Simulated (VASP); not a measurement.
# Ga2Cu (P4/mmm) in VASP: notebook

Ga2Cu is run at these levels: LDA; tasks: single point, relaxation of cell and atoms.

Everything below comes from runs of VASP 6.6.1. Logs are shortened: lines on timing, memory, paths and dates and some standing lists are left out, and cuts for length are marked.

### 1 The cell of the first run

Symmetry: P4/mmm, No. 123, tetragonal system. Conventional cell: a = 2.772 Å, b = 2.772 Å, c = 5.668 Å, α = 90.00°, β = 90.00°, γ = 90.00°. Within 3.3 Å of Ga (site symmetry 4mm) lie 6 Ga at 2.46 to 3.21 Å and 4 Cu at 2.53 Å. Cu (site symmetry 4/mmm) has 8 Ga at 2.53 Å and 4 Cu at 2.77 Å within 3.3 Å.

### 2 Single point, LDA

Contents of INCAR:

```
SYSTEM = Ga2Cu
  ALGO = Fast
  EDIFF = 1E-7
  ENCUT = 520
  GGA = CA
  ISIF = 2
  ISMEAR = -1
  LASPH = .TRUE.
  LCHARG = .FALSE.
  LREAL = .FALSE.
  LWAVE = .FALSE.
  NBANDS = 26
  NELM = 100
  PREC = Accurate
  SIGMA = 0.15
```

Contents of KPOINTS:

```
k-points
0
G
  16 16 8
  0 0 0
```

Contents of POSCAR:

```
Ga2Cu
1.0
    2.7721586920      0.0000000000      0.0000000000
    0.0000000000      2.7721586920      0.0000000000
    0.0000000000      0.0000000000      5.6679133980
Ga Cu
2 1
Direct
    0.5000000000      0.5000000000      0.2831728104
    0.5000000000      0.5000000000      0.7168271896
    0.0000000000      0.0000000000      0.0000000000
```

Potentials or basis: VASP PAW LDA potentials, release 64 (Ga_d, Cu).

On the command line:

```
> cat potpaw_LDA.64/Ga_d/POTCAR potpaw_LDA.64/Cu/POTCAR > POTCAR
> mpirun -np 1 vasp_std > vasp.out
```

OUTCAR:

```text
SYSTEM = Ga2Cu
   EDIFF = 1E-7
   ENCUT = 520
   GGA = CA
   ISIF = 2
   ISMEAR = -1
   LASPH = .TRUE.
   LREAL = .FALSE.
   NELM = 100
   PREC = Accurate

 ion  position               nearest neighbor table
   1  0.500  0.500  0.283-   2 2.46   3 2.53   3 2.53   3 2.53   3 2.53
   2  0.500  0.500  0.717-   1 2.46   3 2.53   3 2.53   3 2.53   3 2.53
   3  0.000  0.000  0.000-   1 2.53   2 2.53   1 2.53   2 2.53   1 2.53   2 2.53   1 2.53   2 2.53

  LATTYP: Found a simple tetragonal cell.
 ALAT       =     2.7721586920
 C/A-ratio  =     2.0445847542

  Lattice vectors:

 A1 = (   2.7721586920,   0.0000000000,   0.0000000000)
 A2 = (   0.0000000000,   2.7721586920,   0.0000000000)
 A3 = (   0.0000000000,   0.0000000000,   5.6679133980)

Analysis of symmetry for initial positions (statically):
=====================================================================
 Subroutine PRICEL returns:
 Original cell was already a primitive cell.

 Routine SETGRP: Setting up the symmetry group for a
 simple tetragonal supercell.

 Subroutine GETGRP returns: Found 16 space group operations
 (whereof 16 operations were pure point group operations)
 out of a pool of 16 trial point group operations.

The static configuration has the point symmetry D_4h.

Analysis of symmetry for dynamics (positions and initial velocities):
=====================================================================
 Subroutine PRICEL returns:
 Original cell was already a primitive cell.

 Routine SETGRP: Setting up the symmetry group for a
 simple tetragonal supercell.

 Subroutine GETGRP returns: Found 16 space group operations
 (whereof 16 operations were pure point group operations)
 out of a pool of 16 trial point group operations.

The dynamic configuration has the point symmetry D_4h.

 Subroutine INISYM returns: Found 16 space group operations
 (whereof 16 operations are pure point group operations),
 and found     1 'primitive' translations

----------------------------------------------------------------------------------------

                                     Primitive cell

  volume of cell :      43.5571

  direct lattice vectors                    reciprocal lattice vectors
     2.772158692  0.000000000  0.000000000     0.360729710  0.000000000  0.000000000
     0.000000000  2.772158692  0.000000000     0.000000000  0.360729710  0.000000000
     0.000000000  0.000000000  5.667913398     0.000000000  0.000000000  0.176431771

  length of vectors
     2.772158692  2.772158692  5.667913398     0.360729710  0.360729710  0.176431771

[... 83 lines left out ...]
   LREAL  =      F    real-space projection
   EDIFFG = 0.1E-05   stopping-criterion for IOM
   NSW    =      0    number of steps for IOM
   IBRION =     -1    ionic relax: 0-MD 1-quasi-New 2-CG
   NFREE  =      0    steps in history (QN), initial steepest desc. (CG)
   ISIF   =      2    stress and relaxation
   ISYM   =      2    0-nonsym 1-usesym 2-fastsym
   POTIM  = 0.5000    time-step for ionic-motion
   TEBEG  =    0.0;   TEEND  =   0.0 temperature during run
   PSTRESS=    0.0 pullay stress
   NELECT =      37.0000    total number of electrons
   NUPDOWN=      -1.0000    fix difference up-down
   EMIN   =  10.00;   EMAX   =-10.00  energy-range for DOS
   EFERMI =   0.00;   METHOD = LEGACY
   ISMEAR =    -1;   SIGMA  =   0.15  broadening in eV -4-tet -1-fermi 0-gaus
   EFERMI_NEDOS =   21; number of points for ismear=-14 and -15
   IALGO  =     68    algorithm
   IMIX   =      4    mixing-type and parameters
     AMIX     =   0.40;   BMIX     =  1.00
     AMIX_MAG =   1.60;   BMIX_MAG =  1.00
  volume/ion in A,a.u.               =      14.52        97.98
  Fermi-wavevector in a.u.,A,eV,Ry     =   1.550442  2.929911 32.706655  2.403871
  Thomas-Fermi vector in A             =   2.655105
   LORBIT       =      0    0 simple, 1 ext, 2 COOP (PROOUT), +10 PAW based schemes
   GGA     = CA    functional components
   LHFCALC =     F    Hartree Fock is set to
   AEXX    =    0.0000 exact exchange contribution
   IVDW    =     0    specifies the selected vdW correction
   LEPSILON=     F    determine dielectric tensor
   LRPA    =     F    only Hartree local field effects (RPA)
 non-spin polarized calculation
 RMM-DIIS sequential band-by-band and
  energy-cutoff  :      520.00
  volume of cell :       43.56
 maximum number of plane-waves:      1192
 NGX is ok and might be reduce to    24
   NGX = 11   NGY = 11   NGZ = 21

 number of electron      37.0000003 magnetization

 Free energy of the ion-electron system (eV)
  ---------------------------------------------------
  ext. energy  EPLUGINS =         0.00000000
  ---------------------------------------------------
  free energy    TOTEN  =       -12.25574512 eV

  energy without entropy =      -12.19821655  energy(sigma->0) =      -12.22698083

 E-fermi :   7.1785     XC(G=0): -12.3954

 val. band max:        7.1712050127   @ k =   0.5000   0.1250   0.1250
 cond. band min:       7.1912031394   @ k =   0.4375   0.0625   0.1250
 fundamental gap:      0.0199981267
 Fermi energy:         7.1784666800

 k-point     1 :       0.0000    0.0000    0.0000
  band No.  band energies     occupation
      1      -8.2626      2.00000
      2      -8.2337      2.00000
      3      -8.1785      2.00000
      4      -7.9156      2.00000
      5      -7.9156      2.00000
      6      -7.8714      2.00000
[... 685 lines left out ...]
     25      19.4992      0.00000
     26      19.9467      0.00000

 [... further k-points ...]

------------------------ aborting loop because EDIFF is reached ----------------------------------------

  FORCE on cell =-STRESS in cart. coord.  units (eV):
  Direction    XX          YY          ZZ          XY          YZ          ZX
  --------------------------------------------------------------------------------------
  -------------------------------------------------------------------------------------
  Total        0.1035304      0.1035304      0.1844742      0.0000000     -0.0000000      0.0000000
  in kB        3.8081941      3.8081941      6.7855768      0.0000000     -0.0000000      0.0000000
  external PRESSURE =       4.8006550 kB  Pullay stress =       0.0000000 kB

 VOLUME and BASIS-vectors are now :
 -----------------------------------------------------------------------------
  energy-cutoff  :      520.00
  volume of cell :       43.56
      direct lattice vectors                 reciprocal lattice vectors
     2.772158692  0.000000000  0.000000000     0.360729710  0.000000000  0.000000000
     0.000000000  2.772158692  0.000000000     0.000000000  0.360729710  0.000000000
     0.000000000  0.000000000  5.667913398     0.000000000  0.000000000  0.176431771

 POSITION                                       TOTAL-FORCE (eV/Angst)
 -----------------------------------------------------------------------------------
      1.38608      1.38608      1.60500        -0.000000      0.000000      0.016482
      1.38608      1.38608      4.06291         0.000000     -0.000000     -0.016482
      0.00000      0.00000      0.00000        -0.000000     -0.000000      0.000000
 -----------------------------------------------------------------------------------
    total drift:                                0.000000     -0.000000      0.000000

  FREE ENERGIE OF THE ION-ELECTRON SYSTEM (eV)
  ---------------------------------------------------
  free  energy   TOTEN  =       -12.2557451216 eV

  energy  without entropy=      -12.1982165478  energy(sigma->0) =      -12.22698083
```

OSZICAR:

```text
N       E                     dE             d eps       ncg     rms          rms(c)
DAV:   1     0.231329343646E+03    0.23133E+03   -0.17675E+04 12746   0.275E+03
DAV:   2     0.957438175551E+01   -0.22175E+03   -0.21368E+03 11852   0.442E+02
DAV:   3    -0.136181572555E+02   -0.23193E+02   -0.22839E+02 13336   0.136E+02
DAV:   4    -0.140774025313E+02   -0.45925E+00   -0.45807E+00 14320   0.209E+01
DAV:   5    -0.140903525102E+02   -0.12950E-01   -0.12947E-01 15570   0.358E+00    0.120E+01
RMM:   6    -0.152698405832E+02   -0.11795E+01   -0.24064E+01 15117   0.510E+01    0.104E+01
RMM:   7    -0.123072256756E+02    0.29626E+01   -0.66615E+00 13658   0.286E+01    0.107E+00
RMM:   8    -0.122685208971E+02    0.38705E-01   -0.55830E-01 14641   0.870E+00    0.115E+00
RMM:   9    -0.122568252123E+02    0.11696E-01   -0.52187E-02 16238   0.224E+00    0.360E-01
RMM:  10    -0.122554590741E+02    0.13661E-02   -0.12091E-02 16867   0.103E+00    0.433E-02
RMM:  11    -0.122557489920E+02   -0.28992E-03   -0.33205E-03 18955   0.323E-01    0.597E-02
RMM:  12    -0.122557314404E+02    0.17552E-04   -0.57865E-04 16559   0.225E-01    0.268E-02
RMM:  13    -0.122557420187E+02   -0.10578E-04   -0.23264E-04 18305   0.910E-02    0.322E-03
RMM:  14    -0.122557448949E+02   -0.28762E-05   -0.33379E-05 17972   0.386E-02    0.585E-03
RMM:  15    -0.122557448177E+02    0.77154E-07   -0.79413E-06 14019   0.245E-02    0.170E-03
RMM:  16    -0.122557451274E+02   -0.30962E-06   -0.33461E-06 14098   0.121E-02    0.176E-03
RMM:  17    -0.122557451216E+02    0.57034E-08   -0.60095E-07 12882   0.667E-03
   1 F= -.12255745E+02 E0= -.12226981E+02  d E =-.575286E-01
```

stdout:

```text
POSCAR found type information on POSCAR GaCu
 POSCAR found :  2 types and       3 ions
 scaLAPACK will be used
 LDA part: xc-table for (Slater(with rela. corr.)+CA(PZ))
 , standard interpolation
 POSCAR, INCAR and KPOINTS ok, starting setup
 FFT: planning ... GRIDC
 FFT: planning ... GRID_SOFT
 FFT: planning ... GRID
 WAVECAR not read
 entering main loop
```

Run time: 3.1 min. Hardware: 1 thread of AMD EPYC 9R45 (Zen 5), shared host; peak memory 0.29 GiB.

What came out:

```yaml
Free_energy: -12.2557 eV
Pressure: 0.5 GPa
Largest_force: 0.016 eV/Å
Band_gap_on_the_k_mesh: zero (an odd number of electrons rules out a gap without spin polarisation)
```

Forces in eV/Å, atoms in the order of the input:
```
Ga   0.000  0.000  0.016
Ga   0.000  0.000 -0.016
Cu   0.000  0.000  0.000
```

### 3 Relaxation of cell and atoms, LDA

Contents of INCAR:

```
SYSTEM = Ga2Cu
PREC     = Accurate       ! precision mode
ENCUT    = 600            ! plane-wave cutoff, eV
EDIFF    = 1E-6           ! SCF threshold, eV
ISMEAR   = -1             ! smearing method
SIGMA    = 0.15           ! smearing width, eV
LREAL    = .FALSE.        ! projectors in reciprocal space
LASPH    = .TRUE.         ! aspherical terms in the spheres
NELM     = 80             ! most SCF steps
ALGO     = Fast           ! electronic algorithm
ISIF     = 3              ! what is computed and relaxed
LWAVE    = .FALSE.        ! write WAVECAR
LCHARG   = .FALSE.        ! write CHGCAR
IBRION   = 2              ! ionic algorithm
NSW      = 80             ! ionic steps
EDIFFG   = -0.001         ! ionic threshold
```

Contents of KPOINTS:

```
Automatic mesh
0
G
  16 16 8
  0 0 0
```

Contents of POSCAR:

```
Ga2Cu
1.0
    2.7730663721      0.0000000000      0.0000000000
    0.0000000000      2.7730663721      0.0000000000
    0.0000000000      0.0000000000      5.6624275620
Ga Cu
2 1
Direct
    0.5000000000      0.5000000000      0.2829870701
    0.5000000000      0.5000000000      0.7170129299
    0.0000000000      0.0000000000      0.0000000000
```

Potentials or basis: VASP PAW LDA potentials, release 64 (Ga_d, Cu).

On the command line:

```
> cat potpaw_LDA.64/Ga_d/POTCAR potpaw_LDA.64/Cu/POTCAR > POTCAR
> mpirun -np 1 vasp_std > vasp.out
```

Run time: 22 min. Hardware: 1 thread of AMD EPYC 9R45 (Zen 5), shared host; peak memory 0.34 GiB.

The run converged. Its results:

```
Free energy                           : -12.2558 eV
Relaxed volume                        : 14.57 Å³/atom
Relaxed cell                          : a = 2.774 Å, b = 2.774 Å, c = 5.683 Å, α = 90.00°, β = 90.00°, γ = 90.00°
Space group after relaxing (to 0.1 Å) : P4/mmm (No. 123)
Energy gained by relaxing             : 0.2 meV/atom
Ionic steps                           : 33
Pressure after relaxing               : 0.0 GPa
Band gap on the k mesh                : zero (an odd number of electrons rules out a gap without spin polarisation)
```

The path:
```tsv
step	energy change (eV)	largest force (eV/Å)	pressure (GPa)	volume (Å³)
1	0.0000	0.0242	0.54	43.54
2	-0.0003	0.0023	-0.39	43.85
3	-0.0004	0.0127	-0.46	43.76
4	-0.0004	0.0184	-0.19	43.67
5	-0.0003	0.0201	0.28	43.65
6	-0.0003	0.0098	0.23	43.67
7	-0.0003	0.0127	0.10	43.67
8	-0.0004	0.0108	0.02	43.68
9	-0.0004	0.0101	0.17	43.68
10	-0.0005	0.0102	-0.06	43.69
11	-0.0005	0.0105	0.04	43.69
12	-0.0005	0.0106	0.10	43.69
13	-0.0005	0.0085	0.11	43.77
14	-0.0003	0.0309	-0.05	43.86
15	-0.0004	0.0069	-0.39	43.80
16	-0.0005	0.0008	-0.08	43.77
17	-0.0005	0.0030	-0.06	43.77
18	-0.0005	0.0059	0.05	43.72
19	-0.0005	0.0012	0.01	43.73
20	-0.0005	0.0027	-0.16	43.73
21	-0.0005	0.0016	0.09	43.73
22	-0.0005	0.0020	-0.29	43.73
23	-0.0005	0.0011	0.05	43.73
24	-0.0005	0.0008	-0.08	43.73
25	-0.0005	0.0043	0.03	43.69
26	-0.0005	0.0013	0.12	43.70
27	-0.0005	0.0006	0.08	43.72
28	-0.0005	0.0005	-0.14	43.73
29	-0.0005	0.0006	0.08	43.72
30	-0.0005	0.0000	-0.18	43.72
31	-0.0005	0.0007	0.04	43.72
32	-0.0005	0.0003	-0.03	43.72
33	-0.0005	0.0005	-0.01	43.72
```

Final structure:
```xyz
3
Lattice="2.7736 0.0000 0.0000 0.0000 2.7736 0.0000 0.0000 0.0000 5.6835" Properties=species:S:1:pos:R:3 pbc="T T T"
Ga    1.3868    1.3868    1.6107
Ga    1.3868    1.3868    4.0728
Cu    0.0000    0.0000    0.0000
```

Levels at points of the mesh, in eV from the Fermi level:
| k point | band 15 | band 16 | band 17 | band 18 | band 19 | band 20 | band 21 | band 22 |
| --- | --- | --- | --- | --- | --- | --- | --- | --- |
| (0.00, 0.00, 0.00) | -3.71 | -3.71 | -3.56 | -3.34 | 6.40 | 6.71 | 6.71 | 9.87 |
| (0.50, 0.00, 0.00) | -3.81 | -3.58 | -2.63 | -2.50 | -2.44 | -0.75 | 2.12 | 10.84 |
| (0.50, 0.50, 0.00) | -2.94 | -2.34 | -2.34 | -1.68 | 1.65 | 2.41 | 2.63 | 2.63 |
| (0.00, 0.00, 0.50) | -3.72 | -3.72 | -3.34 | -1.46 | 1.02 | 7.78 | 7.78 | 8.55 |
| (0.50, 0.00, 0.50) | -4.19 | -3.80 | -3.67 | -3.58 | -2.26 | 3.76 | 4.08 | 6.21 |
| (0.50, 0.50, 0.50) | -2.94 | -2.08 | -1.32 | -1.32 | 0.30 | 0.30 | 1.06 | 2.98 |
